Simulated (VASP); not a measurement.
# YSe (Fm-3m) in VASP: a series of runs

Runs on YSe. Level: LDA. Tasks: electric field gradients.

All numbers are computed with VASP 6.6.1; they aren't measurements. Logs are shortened: lines on timing, memory, paths and dates and some standing lists are left out, and cuts for length are marked.

## (1) The cell of the first run

The structure is cubic, space group Fm-3m (No. 225). The conventional cell has a = 5.633 Å, b = 5.633 Å, c = 5.633 Å, α = 90.00°, β = 90.00°, γ = 90.00°. Y (site symmetry m-3m) has 6 Se at 2.82 Å within 3.7 Å. Se (site symmetry m-3m) has 6 Y at 2.82 Å within 3.7 Å.

## (2) Electric field gradients, LDA (volume scaled by 0.94)

File INCAR:

```
SYSTEM = YSe
PREC     = Accurate       ! precision mode
ENCUT    = 520            ! plane-wave cutoff, eV
EDIFF    = 1E-8           ! SCF threshold, eV
ISMEAR   = -1             ! smearing method
SIGMA    = 0.03           ! smearing width, eV
LREAL    = .False.        ! projectors in reciprocal space
LASPH    = .True.         ! aspherical terms in the spheres
NELM     = 80             ! most SCF steps
ALGO     = Normal         ! electronic algorithm
ISIF     = 2              ! what is computed and relaxed
LWAVE    = .False.        ! write WAVECAR
LCHARG   = .False.        ! write CHGCAR
LEFG     = .True.       
NBANDS   = 16             ! bands
```

File KPOINTS:

```
regular mesh
0
Gamma
  7 7 7
  0 0 0
```

File POSCAR:

```
YSe
1.0
    0.0000000000      2.8163100626      2.8163100626
    2.8163100626      0.0000000000      2.8163100626
    2.8163100626      2.8163100626      0.0000000000
Y Se
1 1
Direct
    0.0000000000      0.0000000000      0.0000000000
    0.5000000000      0.5000000000      0.5000000000
```

Potentials or basis: VASP PAW LDA potentials, release 64 (Y_sv, Se).

Launch:

```
$ cat potpaw_LDA.64/Y_sv/POTCAR potpaw_LDA.64/Se/POTCAR > POTCAR
$ mpirun -np 1 vasp_std > vasp.out
```

OUTCAR:

```text
SYSTEM = YSe
   PREC = Accurate
   ENCUT = 520
   EDIFF = 1E-8
   ISMEAR = -1
   LREAL = .False.
   LASPH = .True.
   NELM = 80
   ISIF = 2

 ion  position               nearest neighbor table
   1  0.000  0.000  0.000-   2 2.82   2 2.82   2 2.82   2 2.82   2 2.82   2 2.82
   2  0.500  0.500  0.500-   1 2.82   1 2.82   1 2.82   1 2.82   1 2.82   1 2.82

  LATTYP: Found a face centered cubic cell.
 ALAT       =     5.6326201252

  Lattice vectors:

 A1 = (   0.0000000000,   2.8163100626,   2.8163100626)
 A2 = (   2.8163100626,   0.0000000000,   2.8163100626)
 A3 = (   2.8163100626,   2.8163100626,   0.0000000000)

Analysis of symmetry for initial positions (statically):
=====================================================================
 Subroutine PRICEL returns:
 Original cell was already a primitive cell.

 Routine SETGRP: Setting up the symmetry group for a
 face centered cubic supercell.

 Subroutine GETGRP returns: Found 48 space group operations
 (whereof 48 operations were pure point group operations)
 out of a pool of 48 trial point group operations.

The static configuration has the point symmetry O_h .

Analysis of symmetry for dynamics (positions and initial velocities):
=====================================================================
 Subroutine PRICEL returns:
 Original cell was already a primitive cell.

 Routine SETGRP: Setting up the symmetry group for a
 face centered cubic supercell.

 Subroutine GETGRP returns: Found 48 space group operations
 (whereof 48 operations were pure point group operations)
 out of a pool of 48 trial point group operations.

The dynamic configuration has the point symmetry O_h .

 Subroutine INISYM returns: Found 48 space group operations
 (whereof 48 operations are pure point group operations),
 and found     1 'primitive' translations

----------------------------------------------------------------------------------------

                                     Primitive cell

  volume of cell :      44.6757

  direct lattice vectors                    reciprocal lattice vectors
     0.000000000  2.816310063  2.816310063    -0.177537270  0.177537270  0.177537270
     2.816310063  0.000000000  2.816310063     0.177537270 -0.177537270  0.177537270
     2.816310063  2.816310063  0.000000000     0.177537270  0.177537270 -0.177537270

  length of vectors
     3.982863886  3.982863886  3.982863886     0.307503572  0.307503572  0.307503572

  position of ions in fractional coordinates (direct lattice)
     0.000000000  0.000000000  0.000000000
     0.500000000  0.500000000  0.500000000

  ion indices of the primitive-cell ions
   primitive index   ion index
                 1           1
                 2           2

----------------------------------------------------------------------------------------

 KPOINTS: regular mesh

Automatic generation of k-mesh.
 Grid dimensions read from file:
 generate k-points for:    7    7    7

 Generating k-lattice:

  Cartesian coordinates                     Fractional coordinates (reciprocal lattice)
    -0.025362467  0.025362467  0.025362467     0.142857143  0.000000000  0.000000000
     0.025362467 -0.025362467  0.025362467     0.000000000  0.142857143  0.000000000
     0.025362467  0.025362467 -0.025362467     0.000000000  0.000000000  0.142857143

  Length of vectors
     0.043929082  0.043929082  0.043929082

  Shift w.r.t. Gamma in fractional coordinates (k-lattice)
     0.000000000  0.000000000  0.000000000

 Subroutine IBZKPT returns following result:
 ===========================================

 Found     20 irreducible k-points:

 Following reciprocal coordinates:
            Coordinates               Weight
  0.000000  0.000000  0.000000      1.000000
  0.142857  0.000000  0.000000      8.000000
  0.285714  0.000000  0.000000      8.000000
  0.428571  0.000000  0.000000      8.000000
  0.142857  0.142857  0.000000      6.000000
  0.285714  0.142857  0.000000     24.000000
[... 12 lines left out ...]
 -0.428571  0.428571  0.142857     24.000000
 -0.285714  0.428571  0.142857     24.000000
   k-points           NKPTS =     20   k-points in BZ     NKDIM =     20   number of bands    NBANDS=     16
   number of dos      NEDOS =    301   number of ions     NIONS =      2
   total plane-waves  NPLWV =  27000
   dimension x,y,z NGX =    30 NGY =   30 NGZ =   30
   dimension x,y,z NGXF=    60 NGYF=   60 NGZF=   60
   ions per type =               1   1
   NGX,Y,Z   is equivalent  to a cutoff of  12.52, 12.52, 12.52 a.u.
   NGXF,Y,Z  is equivalent  to a cutoff of  25.04, 25.04, 25.04 a.u.
 SYSTEM =  YSe
   PREC   = accura    normal or accurate (medium, high low for compatibility)
   ISTART =      0    job   : 0-new  1-cont  2-samecut
   ICHARG =      2    charge: 1-file 2-atom 10-const
   ISPIN  =      1    spin polarized calculation?
   LNONCOLLINEAR =      F non collinear calculations
   LSORBIT =      F    spin-orbit coupling
   LASPH  =      T    aspherical Exc in radial PAW
   ENCUT  =  520.0 eV  38.22 Ry    6.18 a.u.   7.41  7.41  7.41*2*pi/ulx,y,z
   NELM   =     80;   NELMIN=  2; NELMDL= -5     # of ELM steps
   EDIFF  = 0.1E-07   stopping-criterion for ELM
   LREAL  =      F    real-space projection
   EDIFFG = 0.1E-06   stopping-criterion for IOM
   NSW    =      0    number of steps for IOM
   IBRION =     -1    ionic relax: 0-MD 1-quasi-New 2-CG
   NFREE  =      0    steps in history (QN), initial steepest desc. (CG)
   ISIF   =      2    stress and relaxation
   ISYM   =      2    0-nonsym 1-usesym 2-fastsym
   POTIM  = 0.5000    time-step for ionic-motion
   TEBEG  =    0.0;   TEEND  =   0.0 temperature during run
   PSTRESS=    0.0 pullay stress
   NELECT =      17.0000    total number of electrons
   NUPDOWN=      -1.0000    fix difference up-down
   EMIN   =  10.00;   EMAX   =-10.00  energy-range for DOS
   EFERMI =   0.00;   METHOD = LEGACY
   ISMEAR =    -1;   SIGMA  =   0.03  broadening in eV -4-tet -1-fermi 0-gaus
   EFERMI_NEDOS =   21; number of points for ismear=-14 and -15
   IALGO  =     38    algorithm
   IMIX   =      4    mixing-type and parameters
     AMIX     =   0.40;   BMIX     =  1.00
     AMIX_MAG =   1.60;   BMIX_MAG =  1.00
  volume/ion in A,a.u.               =      22.34       150.74
  Fermi-wavevector in a.u.,A,eV,Ry     =   1.186317  2.241814 19.148125  1.407347
  Thomas-Fermi vector in A             =   2.322492
   LORBIT       =      0    0 simple, 1 ext, 2 COOP (PROOUT), +10 PAW based schemes
   GGA     = CA    functional components
   LHFCALC =     F    Hartree Fock is set to
   AEXX    =    0.0000 exact exchange contribution
   IVDW    =     0    specifies the selected vdW correction
   LEPSILON=     F    determine dielectric tensor
   LRPA    =     F    only Hartree local field effects (RPA)
 non-spin polarized calculation
  energy-cutoff  :      520.00
  volume of cell :       44.68
 maximum number of plane-waves:      1243
 NGX is ok and might be reduce to    30
   NGX = 15   NGY = 15   NGZ = 15

 number of electron      17.0000002 magnetization

 Free energy of the ion-electron system (eV)
  ---------------------------------------------------
  ext. energy  EPLUGINS =         0.00000000
  ---------------------------------------------------
  free energy    TOTEN  =       -14.93157564 eV

  energy without entropy =      -14.92779902  energy(sigma->0) =      -14.92968733

 E-fermi :   6.4271     XC(G=0): -10.6877

 val. band max:        6.2729696603   @ k =   0.1429   0.0000   0.0000
 cond. band min:       6.4346003774   @ k =   0.1429   0.0000   0.0000
 fundamental gap:      0.1616307171
 Fermi energy:         6.4270760710

 k-point     1 :       0.0000    0.0000    0.0000
  band No.  band energies     occupation
      1     -36.8897      2.00000
      2     -16.9918      2.00000
      3     -16.9918      2.00000
      4     -16.9918      2.00000
      5      -8.9903      2.00000
      6       3.3881      2.00000
[... 8 lines left out ...]
     15      12.5990      0.00000
     16      18.9798      0.00000
[... 343 lines left out ...]
 k-point    20 :      -0.2857    0.4286    0.1429
  band No.  band energies     occupation
      1     -36.8605      2.00000
      2     -17.1914      2.00000
      3     -17.1835      2.00000
      4     -17.0858      2.00000
      5      -8.0710      2.00000
      6       0.7751      2.00000
[... 8 lines left out ...]
     15      13.9449      0.00000
     16      14.2512      0.00000

------------------------ aborting loop because EDIFF is reached ----------------------------------------

  FORCE on cell =-STRESS in cart. coord.  units (eV):
  Direction    XX          YY          ZZ          XY          YZ          ZX
  --------------------------------------------------------------------------------------
  -------------------------------------------------------------------------------------
  Total        0.1916015      0.1916015      0.1916015      0.0000000      0.0000000      0.0000000
  in kB        6.8712885      6.8712885      6.8712885      0.0000000      0.0000000      0.0000000
  external PRESSURE =       6.8712885 kB  Pullay stress =       0.0000000 kB

 VOLUME and BASIS-vectors are now :
 -----------------------------------------------------------------------------
  energy-cutoff  :      520.00
  volume of cell :       44.68
      direct lattice vectors                 reciprocal lattice vectors
     0.000000000  2.816310063  2.816310063    -0.177537270  0.177537270  0.177537270
     2.816310063  0.000000000  2.816310063     0.177537270 -0.177537270  0.177537270
     2.816310063  2.816310063  0.000000000     0.177537270  0.177537270 -0.177537270

 POSITION                                       TOTAL-FORCE (eV/Angst)
 -----------------------------------------------------------------------------------
      0.00000      0.00000      0.00000        -0.000000     -0.000000      0.000000
      2.81631      2.81631      2.81631         0.000000      0.000000     -0.000000
 -----------------------------------------------------------------------------------
    total drift:                               -0.000000      0.000000      0.000000

  FREE ENERGIE OF THE ION-ELECTRON SYSTEM (eV)
  ---------------------------------------------------
  free  energy   TOTEN  =       -14.9315756420 eV

  energy  without entropy=      -14.9277990234  energy(sigma->0) =      -14.92968733

 Electric field gradients (V/A^2)
---------------------------------------------------------------------
 ion       V_xx      V_yy      V_zz      V_xy      V_xz      V_yz
---------------------------------------------------------------------
   1      -0.000     0.000    -0.000    -0.000    -0.000    -0.000
   2       0.000     0.000     0.000     0.000     0.000     0.000
---------------------------------------------------------------------

 Electric field gradients after diagonalization (V/A^2)
 (convention: |V_zz| > |V_xx| > |V_yy|)
----------------------------------------------------------------------
 ion       V_xx      V_yy      V_zz     asymmetry (V_yy - V_xx)/ V_zz
----------------------------------------------------------------------
   1       0.000     0.000    -0.000       0.000
   2      -0.000    -0.000     0.000       0.000
----------------------------------------------------------------------

           NMR quadrupolar parameters

 Cq : quadrupolar parameter    Cq=e*Q*V_zz/h
 eta: asymmetry parameters     (V_yy - V_xx)/ V_zz
 Q  : nuclear electric quadrupole moment in mb (millibarn)
----------------------------------------------------------------------
 ion       Cq(MHz)       eta       Q (mb)
----------------------------------------------------------------------
   1      -0.000       0.000       1.000
   2       0.000       0.000       1.000
----------------------------------------------------------------------
```

Run time: 20 s. Hardware: 1 thread of Intel Xeon Platinum 8259CL at 2.50GHz (Skylake/Cascade Lake), shared host; peak memory 0.17 GiB.

Results:

```
Free energy : -14.9316 eV
Pressure    : 0.7 GPa
```

Levels at points of the mesh, in eV from the Fermi level:
| k point | band 7 | band 8 | band 9 | band 10 | band 11 | band 12 |
| --- | --- | --- | --- | --- | --- | --- |
| (0.00, 0.00, 0.00) | -3.04 | -3.04 | -0.37 | -0.37 | -0.37 | 0.48 |

Caveat: without QUAD_EFG the Cq values of the log hold for a quadrupole moment of 1 mb, not for the nuclei.

## (3) Electric field gradients, LDA (volume scaled by 0.94)

File INCAR:

```
SYSTEM = YSe
  PREC = Accurate
  ENCUT = 520
  EDIFF = 1E-8
  ISMEAR = -1
  SIGMA = 0.03
  LREAL = .False.
  LASPH = .True.
  NELM = 60
  ALGO = Normal
  ISIF = 2
  LWAVE = .False.
  LCHARG = .False.
  GGA = CA
  LEFG = .True.
  NBANDS = 16
```

KPOINTS is that of step 2.

POSCAR is that of step 2.

Potentials or basis: VASP PAW LDA potentials, release 64 (Y_sv, Se).

Launch:

```
$ cat potpaw_LDA.64/Y_sv/POTCAR potpaw_LDA.64/Se/POTCAR > POTCAR
$ mpirun -np 1 vasp_std > vasp.out
```

OUTCAR:

```text
SYSTEM = YSe
   PREC = Accurate
   ENCUT = 520
   EDIFF = 1E-8
   ISMEAR = -1
   LREAL = .False.
   LASPH = .True.
   NELM = 60
   ISIF = 2
   GGA = CA

 ion  position               nearest neighbor table
   1  0.000  0.000  0.000-   2 2.82   2 2.82   2 2.82   2 2.82   2 2.82   2 2.82
   2  0.500  0.500  0.500-   1 2.82   1 2.82   1 2.82   1 2.82   1 2.82   1 2.82

  LATTYP: Found a face centered cubic cell.
 ALAT       =     5.6326201252

  Lattice vectors:

 A1 = (   0.0000000000,   2.8163100626,   2.8163100626)
 A2 = (   2.8163100626,   0.0000000000,   2.8163100626)
 A3 = (   2.8163100626,   2.8163100626,   0.0000000000)

Analysis of symmetry for initial positions (statically):
=====================================================================
 Subroutine PRICEL returns:
 Original cell was already a primitive cell.

 Routine SETGRP: Setting up the symmetry group for a
 face centered cubic supercell.

[... 562 lines left out ...]
      direct lattice vectors                 reciprocal lattice vectors
     0.000000000  2.816310063  2.816310063    -0.177537270  0.177537270  0.177537270
     2.816310063  0.000000000  2.816310063     0.177537270 -0.177537270  0.177537270
     2.816310063  2.816310063  0.000000000     0.177537270  0.177537270 -0.177537270

 POSITION                                       TOTAL-FORCE (eV/Angst)
 -----------------------------------------------------------------------------------
      0.00000      0.00000      0.00000        -0.000000     -0.000000      0.000000
      2.81631      2.81631      2.81631         0.000000      0.000000     -0.000000
 -----------------------------------------------------------------------------------
    total drift:                               -0.000000      0.000000      0.000000

  FREE ENERGIE OF THE ION-ELECTRON SYSTEM (eV)
  ---------------------------------------------------
  free  energy   TOTEN  =       -14.9315756420 eV

  energy  without entropy=      -14.9277990234  energy(sigma->0) =      -14.92968733

 Electric field gradients (V/A^2)
---------------------------------------------------------------------
 ion       V_xx      V_yy      V_zz      V_xy      V_xz      V_yz
---------------------------------------------------------------------
   1      -0.000     0.000    -0.000    -0.000    -0.000    -0.000
   2       0.000     0.000     0.000     0.000     0.000     0.000
---------------------------------------------------------------------

 Electric field gradients after diagonalization (V/A^2)
 (convention: |V_zz| > |V_xx| > |V_yy|)
----------------------------------------------------------------------
 ion       V_xx      V_yy      V_zz     asymmetry (V_yy - V_xx)/ V_zz
----------------------------------------------------------------------
   1       0.000     0.000    -0.000       0.000
   2      -0.000    -0.000     0.000       0.000
----------------------------------------------------------------------

           NMR quadrupolar parameters

 Cq : quadrupolar parameter    Cq=e*Q*V_zz/h
 eta: asymmetry parameters     (V_yy - V_xx)/ V_zz
 Q  : nuclear electric quadrupole moment in mb (millibarn)
----------------------------------------------------------------------
 ion       Cq(MHz)       eta       Q (mb)
----------------------------------------------------------------------
   1      -0.000       0.000       1.000
   2       0.000       0.000       1.000
----------------------------------------------------------------------
```

Run time: 16 s. Hardware: 1 thread of Intel Xeon Platinum 8259CL at 2.50GHz (Skylake/Cascade Lake), shared host; peak memory 0.17 GiB.

What came out:

| Quantity | Value |
| --- | --- |
| Free energy | -14.9316 eV |
| Pressure | 0.7 GPa |

Caveat: without QUAD_EFG the Cq values of the log hold for a quadrupole moment of 1 mb, not for the nuclei.

[end of part 1 of 2]
